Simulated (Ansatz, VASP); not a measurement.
RbBr: VASP beside Ansatz

```
Rb Br
1.0
     0.00000    3.49421    3.49421
     3.49421    0.00000    3.49421
     3.49421    3.49421    0.00000
Rb Br
1 1
Direct
  0.00000 0.00000 0.00000
  0.50000 0.50000 0.50000
```

Alike in both runs: task single point; functional PBE0; k mesh 4 × 4 × 4; occupations fermi-dirac, width 0.05 eV; no spin polarisation.

|  | VASP | Ansatz |
| --- | --- | --- |
| version | VASP 6.6.1 | Ansatz 0.2.0 |
| potentials or method | VASP PAW PBE potentials, release 64 (Rb_sv, Br) | Ansatz PAW |
| plane-wave cutoff (eV) | 520 | 420 |
| valence electrons in the cell | 16 | 16 |

```csv
,VASP,Ansatz,Ansatz less VASP
gap on the k mesh at the Fermi level (eV),6.10,6.09,-0.014
least direct gap on the mesh (eV),6.10,6.09,-0.014
pressure (GPa),-0.1,-0.1,+0.03
```
